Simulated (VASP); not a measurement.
C: single point with r2SCAN

The system is C.

```
C
1.0
     0.00000    1.54942    1.78340
     2.01738    0.00000    1.78340
     2.01738    1.54942    0.00000
C
2
Direct
  0.50000 0.50000 0.50000
  0.75000 0.75000 0.75000
```

This cell differs from its parent crystal: strain +0.1312 x Voigt [1, -1, 0, 0, 0, 0].

- Program: VASP 6.6.1
- Task: single point
- Functional: r2SCAN
- Potentials or basis: VASP PAW PBE potentials, release 64 (C_h)
- Cutoff: 910 eV
- k mesh: 12 × 12 × 12
- Occupations: gaussian, width 0.05 eV
- Spin: no spin polarisation

* Pressure: 6.8 GPa
* Band gap on the k mesh: zero (bands 4 and 5 overlap by 0.63 eV)

Stress tensor (GPa, compression positive):
```
-136.26    0.00    0.00
   0.00  119.98    0.00
   0.00    0.00   36.63
```

Levels at points of the mesh, in eV from the Fermi level:
| k point | band 2 | band 3 | band 4 | band 5 | band 6 | band 7 |
| --- | --- | --- | --- | --- | --- | --- |
| (0.00, 0.00, 0.00) | -3.68 | -0.80 | 0.58 | 3.37 | 5.22 | 6.86 |
| (0.50, 0.00, 0.00) | -15.37 | -6.30 | -2.22 | 3.44 | 7.58 | 11.75 |
| (0.50, 0.50, 0.00) | -14.97 | -7.47 | -7.47 | 4.40 | 4.40 | 13.83 |
| (0.50, 0.00, 0.50) | -12.61 | -9.78 | -9.78 | 0.76 | 0.76 | 16.34 |
| (0.00, 0.50, 0.50) | -16.88 | -5.65 | -5.65 | 7.30 | 7.30 | 14.99 |

Run time: 6.5 min on 1 thread of AMD EPYC 7R43 64-Core Processor (Zen 3), on a shared host, peak memory 0.15 GiB.

Caveat: the cell differs from its parent crystal (strain +0.1312 x Voigt [1, -1, 0, 0, 0, 0]); the cutoff is under 1.25 times the usual one of these potentials, so pressure, stress and relaxed cells hold a basis-set (Pulay) error; the cell stands under pressure; the PAW data sets were made with another functional, which shifts forces and pressure a little.
